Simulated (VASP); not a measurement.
# Ru (P6_3/mmc) in VASP: single point with PBE

Aim: the single point of Ru with PBE.

Program: VASP 6.6.1. These are calculated values, not measurements. Logs are shortened: lines on timing, memory, paths and dates and some standing lists are left out, and cuts for length are marked.

## 1. The cell of the first run

The structure is hexagonal, space group P6_3/mmc (No. 194). The conventional cell has a = 2.706 Å, b = 2.706 Å, c = 8.714 Å, α = 90.00°, β = 90.00°, γ = 120.00°. Ru (site symmetry -3m) has 12 Ru at 2.68 to 2.71 Å within 3.5 Å. Ru (site symmetry -6m2) has 12 Ru at 2.68 to 2.71 Å within 3.5 Å.

## 2. Single point, PBE

Input file INCAR:

```
  PREC = Accurate
  ENCUT = 520
  EDIFF = 1E-7
  ISMEAR = 0
  SIGMA = 0.1
  LREAL = False
  LASPH = True
  NELM = 80
  ALGO = Fast
  ISIF = 2
  LWAVE = False
  LCHARG = False
  GGA = PE
  NBANDS = 36
```

Input file KPOINTS:

```
regular mesh
0
Gamma
  18 18 6
```

Input file POSCAR:

```
Ru
1.0
    2.7062898964      0.0000000000      0.0000000000
   -1.3531449482      2.3437158003      0.0000000000
    0.0000000000      0.0000000000      8.7135298820
Ru
4
Direct
    0.0000000000      0.0000000000      0.0000000000
    0.3333333333      0.6666666667      0.2500000000
    0.0000000000      0.0000000000      0.5000000000
    0.6666666667      0.3333333333      0.7500000000
```

Potentials or basis: VASP PAW PBE potentials, release 64 (Ru_pv).

Run with:

```sh
> cat potpaw_PBE.64/Ru_pv/POTCAR > POTCAR
> mpirun -np 1 vasp_std > vasp.out
```

OUTCAR:

```text
PREC = Accurate
   ENCUT = 520
   EDIFF = 1E-7
   ISMEAR = 0
   LREAL = False
   LASPH = True
   NELM = 80
   ISIF = 2
   GGA = PE

 ion  position               nearest neighbor table
   1  0.000  0.000  0.000-   2 2.68   4 2.68   4 2.68   2 2.68   4 2.68   2 2.68
   2  0.333  0.667  0.250-   1 2.68   3 2.68   1 2.68   3 2.68   1 2.68   3 2.68
   3  0.000  0.000  0.500-   2 2.68   4 2.68   4 2.68   2 2.68   4 2.68   2 2.68
   4  0.667  0.333  0.750-   1 2.68   3 2.68   1 2.68   3 2.68   1 2.68   3 2.68

  LATTYP: Found a hexagonal cell.
 ALAT       =     2.7062898964
 C/A-ratio  =     3.2197326286

  Lattice vectors:

 A1 = (   2.7062898964,   0.0000000000,   0.0000000000)
 A2 = (  -1.3531449482,   2.3437158003,   0.0000000000)
 A3 = (   0.0000000000,   0.0000000000,   8.7135298820)

Analysis of symmetry for initial positions (statically):
=====================================================================
 Subroutine PRICEL returns:
 Original cell was already a primitive cell.

 Routine SETGRP: Setting up the symmetry group for a
 hexagonal supercell.

 Subroutine GETGRP returns: Found 24 space group operations
 (whereof 12 operations were pure point group operations)
 out of a pool of 24 trial point group operations.

The static configuration has the point symmetry D_3d.
 The point group associated with its full space group is D_6h.

Analysis of symmetry for dynamics (positions and initial velocities):
=====================================================================
 Subroutine PRICEL returns:
 Original cell was already a primitive cell.

 Routine SETGRP: Setting up the symmetry group for a
 hexagonal supercell.

 Subroutine GETGRP returns: Found 24 space group operations
 (whereof 12 operations were pure point group operations)
 out of a pool of 24 trial point group operations.

The dynamic configuration has the point symmetry D_3d.
 The point group associated with its full space group is D_6h.

 Subroutine INISYM returns: Found 24 space group operations
 (whereof 12 operations are pure point group operations),
 and found     1 'primitive' translations

----------------------------------------------------------------------------------------

                                     Primitive cell

  volume of cell :      55.2680

  direct lattice vectors                    reciprocal lattice vectors
     2.706289896  0.000000000  0.000000000     0.369509564  0.213336446  0.000000000
    -1.353144948  2.343715800  0.000000000     0.000000000  0.426672893  0.000000000
     0.000000000  0.000000000  8.713529882     0.000000000  0.000000000  0.114764052

  length of vectors
     2.706289896  2.706289896  8.713529882     0.426672893  0.426672893  0.114764052

  position of ions in fractional coordinates (direct lattice)
     0.000000000  0.000000000  0.000000000
     0.333333333  0.666666667  0.250000000
     0.000000000  0.000000000  0.500000000
     0.666666667  0.333333333  0.750000000

  ion indices of the primitive-cell ions
   primitive index   ion index
                 1           1
                 2           2
                 3           3
                 4           4

----------------------------------------------------------------------------------------

 KPOINTS: regular mesh

Automatic generation of k-mesh.
 Grid dimensions read from file:
 generate k-points for:   18   18    6

 Generating k-lattice:

  Cartesian coordinates                     Fractional coordinates (reciprocal lattice)
     0.020528309  0.011852025  0.000000000     0.055555556 -0.000000000  0.000000000
     0.000000000  0.023704050  0.000000000     0.000000000  0.055555556  0.000000000
     0.000000000  0.000000000  0.019127342     0.000000000  0.000000000  0.166666667

  Length of vectors
     0.023704050  0.023704050  0.019127342

  Shift w.r.t. Gamma in fractional coordinates (k-lattice)
     0.000000000  0.000000000  0.000000000

 Subroutine IBZKPT returns following result:
 ===========================================

 Found    148 irreducible k-points:

 Following reciprocal coordinates:
            Coordinates               Weight
  0.000000  0.000000  0.000000      1.000000
  0.055556  0.000000  0.000000      6.000000
  0.111111  0.000000  0.000000      6.000000
  0.166667  0.000000  0.000000      6.000000
  0.222222  0.000000  0.000000      6.000000
  0.277778  0.000000  0.000000      6.000000
[... 16 lines left out ...]
  0.333333  0.111111  0.000000     12.000000
  0.388889  0.111111  0.000000     12.000000
 [... further k-points ...]
   k-points           NKPTS =    148   k-points in BZ     NKDIM =    148   number of bands    NBANDS=     36
   number of dos      NEDOS =    301   number of ions     NIONS =      4
   total plane-waves  NPLWV =  28000
   dimension x,y,z NGX =    20 NGY =   20 NGZ =   70
   dimension x,y,z NGXF=    40 NGYF=   40 NGZF=  140
   ions per type =               4
   NGX,Y,Z   is equivalent  to a cutoff of  12.29, 12.29, 13.36 a.u.
   NGXF,Y,Z  is equivalent  to a cutoff of  24.57, 24.57, 26.71 a.u.
 SYSTEM =  unknown system
   PREC   = accura    normal or accurate (medium, high low for compatibility)
   ISTART =      0    job   : 0-new  1-cont  2-samecut
   ICHARG =      2    charge: 1-file 2-atom 10-const
   ISPIN  =      1    spin polarized calculation?
   LNONCOLLINEAR =      F non collinear calculations
   LSORBIT =      F    spin-orbit coupling
   LASPH  =      T    aspherical Exc in radial PAW
   ENCUT  =  520.0 eV  38.22 Ry    6.18 a.u.   5.03  5.03 16.20*2*pi/ulx,y,z
   NELM   =     80;   NELMIN=  2; NELMDL= -5     # of ELM steps
   EDIFF  = 0.1E-06   stopping-criterion for ELM
   LREAL  =      F    real-space projection
   EDIFFG = 0.1E-05   stopping-criterion for IOM
   NSW    =      0    number of steps for IOM
   IBRION =     -1    ionic relax: 0-MD 1-quasi-New 2-CG
   NFREE  =      0    steps in history (QN), initial steepest desc. (CG)
   ISIF   =      2    stress and relaxation
   ISYM   =      2    0-nonsym 1-usesym 2-fastsym
   POTIM  = 0.5000    time-step for ionic-motion
   TEBEG  =    0.0;   TEEND  =   0.0 temperature during run
   PSTRESS=    0.0 pullay stress
   NELECT =      56.0000    total number of electrons
   NUPDOWN=      -1.0000    fix difference up-down
   EMIN   =  10.00;   EMAX   =-10.00  energy-range for DOS
   EFERMI =   0.00;   METHOD = LEGACY
   ISMEAR =     0;   SIGMA  =   0.10  broadening in eV -4-tet -1-fermi 0-gaus
   EFERMI_NEDOS =   21; number of points for ismear=-14 and -15
   IALGO  =     68    algorithm
   IMIX   =      4    mixing-type and parameters
     AMIX     =   0.40;   BMIX     =  1.00
     AMIX_MAG =   1.60;   BMIX_MAG =  1.00
  volume/ion in A,a.u.               =      13.82        93.24
  Fermi-wavevector in a.u.,A,eV,Ry     =   1.644295  3.107267 36.786150  2.703706
  Thomas-Fermi vector in A             =   2.734285
   LORBIT       =      0    0 simple, 1 ext, 2 COOP (PROOUT), +10 PAW based schemes
   GGA     = PE    functional components
   LHFCALC =     F    Hartree Fock is set to
   AEXX    =    0.0000 exact exchange contribution
   IVDW    =     0    specifies the selected vdW correction
   LEPSILON=     F    determine dielectric tensor
   LRPA    =     F    only Hartree local field effects (RPA)
 non-spin polarized calculation
 RMM-DIIS sequential band-by-band and
 Gauss-broadening in eV      SIGMA  =   0.10
  energy-cutoff  :      520.00
  volume of cell :       55.27
 maximum number of plane-waves:      1521
 NGX is ok and might be reduce to    20
   NGX =  9   NGY =  9   NGZ = 33

 number of electron      55.9999986 magnetization

 Free energy of the ion-electron system (eV)
  ---------------------------------------------------
  ext. energy  EPLUGINS =         0.00000000
  ---------------------------------------------------
  free energy    TOTEN  =       -36.63081866 eV

  energy without entropy =      -36.61173302  energy(sigma->0) =      -36.62127584

 E-fermi :  12.4918     XC(G=0): -14.0097

 val. band max:       12.4868565675   @ k =   0.3333   0.3333   0.1667
 cond. band min:      12.4926643459   @ k =   0.3333   0.0556   0.3333
 fundamental gap:      0.0058077784
 Fermi energy:        12.4917523778

 k-point     1 :       0.0000    0.0000    0.0000
  band No.  band energies     occupation
      1     -31.0166      2.00000
      2     -30.5367      2.00000
      3     -30.4810      2.00000
      4     -30.1439      2.00000
      5     -30.1439      2.00000
      6     -30.0857      2.00000
[... 28 lines left out ...]
     35      13.9993      0.00000
     36      13.9993      0.00000

 k-point     2 :       0.0556    0.0000    0.0000
  band No.  band energies     occupation
      1     -31.0066      2.00000
      2     -30.5394      2.00000
      3     -30.4850      2.00000
      4     -30.1663      2.00000
      5     -30.1512      2.00000
      6     -30.1010      2.00000
[... 28 lines left out ...]
     35      14.0149      0.00000
     36      15.0127      0.00000

 k-point     3 :       0.1111    0.0000    0.0000
  band No.  band energies     occupation
      1     -30.9776      2.00000
      2     -30.5498      2.00000
      3     -30.5002      2.00000
      4     -30.2298      2.00000
      5     -30.1720      2.00000
      6     -30.1416      2.00000
[... 28 lines left out ...]
     35      14.0600      0.00000
     36      16.2879      0.00000
[... 742 lines left out ...]
 k-point    23 :       0.3333    0.1111    0.0000
  band No.  band energies     occupation
      1     -30.8774      2.00000
      2     -30.8718      2.00000
      3     -30.7085      2.00000
      4     -30.6855      2.00000
      5     -30.6070      2.00000
      6     -30.3902      2.00000
[... 28 lines left out ...]
     35      16.1129      0.00000
     36      21.4438      0.00000

 k-point    24 :       0.3889    0.1111    0.0000
  band No.  band energies     occupation
      1     -30.9281      2.00000
      2     -30.9176      2.00000
      3     -30.7515      2.00000
      4     -30.7407      2.00000
      5     -30.5328      2.00000
      6     -30.4091      2.00000
[... 28 lines left out ...]
     35      17.1176      0.00000
     36      19.8967      0.00000

 [... further k-points ...]

------------------------ aborting loop because EDIFF is reached ----------------------------------------

  FORCE on cell =-STRESS in cart. coord.  units (eV):
  Direction    XX          YY          ZZ          XY          YZ          ZX
  --------------------------------------------------------------------------------------
  -------------------------------------------------------------------------------------
  Total       -0.0516998     -0.0516998     -0.0453127      0.0000000      0.0000000      0.0000000
  in kB       -1.4987383     -1.4987383     -1.3135814      0.0000000      0.0000000      0.0000000
  external PRESSURE =      -1.4370193 kB  Pullay stress =       0.0000000 kB

 VOLUME and BASIS-vectors are now :
 -----------------------------------------------------------------------------
  energy-cutoff  :      520.00
  volume of cell :       55.27
      direct lattice vectors                 reciprocal lattice vectors
     2.706289896  0.000000000  0.000000000     0.369509564  0.213336446  0.000000000
    -1.353144948  2.343715800  0.000000000     0.000000000  0.426672893  0.000000000
     0.000000000  0.000000000  8.713529882     0.000000000  0.000000000  0.114764052

 POSITION                                       TOTAL-FORCE (eV/Angst)
 -----------------------------------------------------------------------------------
      0.00000      0.00000      0.00000        -0.000000      0.000000      0.000000
     -0.00000      1.56248      2.17838         0.000000     -0.000000      0.000000
      0.00000      0.00000      4.35676        -0.000000      0.000000      0.000000
      1.35314      0.78124      6.53515        -0.000000      0.000000     -0.000000
 -----------------------------------------------------------------------------------
    total drift:                                0.000000     -0.000000      0.000000

  FREE ENERGIE OF THE ION-ELECTRON SYSTEM (eV)
  ---------------------------------------------------
  free  energy   TOTEN  =       -36.6308186609 eV

  energy  without entropy=      -36.6117330250  energy(sigma->0) =      -36.62127584
```

Run time: 4.6 min. Hardware: 1 thread of Intel Xeon Platinum 8259CL at 2.50GHz (Skylake/Cascade Lake), shared host; peak memory 0.32 GiB.

Results:

- Free energy: -36.6308 eV
- Pressure: -0.1 GPa
- Band gap on the k mesh: zero (bands 28 and 29 overlap by 2.86 eV)
